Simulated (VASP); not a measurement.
Set up this calculation in VASP 6.6.1, as the native input.

* Task: single point
* Functional: PBE-based global hybrid with 50 % exact exchange
* Potentials or basis: VASP PAW PBE potentials, release 64 (Ga_d, P)
* Cutoff: 520 eV
* k mesh: 4 × 4 × 4
* Occupations: gaussian, width 0.05 eV
* Spin: no spin polarisation
* Dipole correction: no
* Grid for exact exchange (PRECFOCK): Normal
* Share of exact exchange: 0.5
* Further INCAR settings: ALGO = Normal; EDIFF = 1e-06; NBANDS = 16

GaP:

```xyz
2
Lattice="0.0000 2.7253 2.7253 2.7253 0.0000 2.7253 2.7253 2.7253 0.0000" Properties=species:S:1:pos:R:3 pbc="T T T"
Ga    0.0000    0.0000    0.0000
P     4.0879    4.0879    4.0879
```

These files were run (other wordings do the same):

POSCAR

```
GaP
1.0
    0.0000000000      2.7252500963      2.7252500963
    2.7252500963      0.0000000000      2.7252500963
    2.7252500963      2.7252500963      0.0000000000
Ga P
1 1
Direct
    0.0000000000      0.0000000000      0.0000000000
    0.7500000000      0.7500000000      0.7500000000
```

INCAR.step1

```
PREC = Accurate
ENCUT = 520
EDIFF = 1E-5
ISMEAR = 0
SIGMA = 0.05
LREAL = F
LASPH = T
NELM = 100
ALGO = Normal
ISIF = 2
LWAVE = T
LCHARG = F
NBANDS = 16
GGA = PE
```

INCAR.step2

```
PREC = Accurate
ENCUT = 520
EDIFF = 1E-6
ISMEAR = 0
SIGMA = 0.05
LREAL = F
LASPH = T
NELM = 100
ALGO = Normal
ISIF = 2
LWAVE = F
LCHARG = F
GGA = PE
LHFCALC = T
AEXX = 0.5
PRECFOCK = Normal
NBANDS = 16
ISTART = 1
```

KPOINTS

```
Automatic mesh
0
Gamma
  4 4 4
```

Potentials or basis: VASP PAW PBE potentials, release 64 (Ga_d, P).

Launch:

```sh
$ cat potpaw_PBE.64/Ga_d/POTCAR potpaw_PBE.64/P/POTCAR > POTCAR
$ cp INCAR.step1 INCAR
$ mpirun -np 1 vasp_std > vasp.out
$ cp INCAR.step2 INCAR
$ mpirun -np 1 vasp_std > vasp.out
```

It gave:

* Pressure: -1.4 GPa
* Band gap on the k mesh: 4.51 eV (least direct gap 5.43 eV)

Caveat: the k points lie up to 0.50 Å⁻¹ apart; the PAW data sets were made with another functional, which shifts forces and pressure a little.

It took 6 min on 1 thread of AMD EPYC 7R13 Processor (Zen 3), with other jobs on the host, peak memory 0.14 GiB.
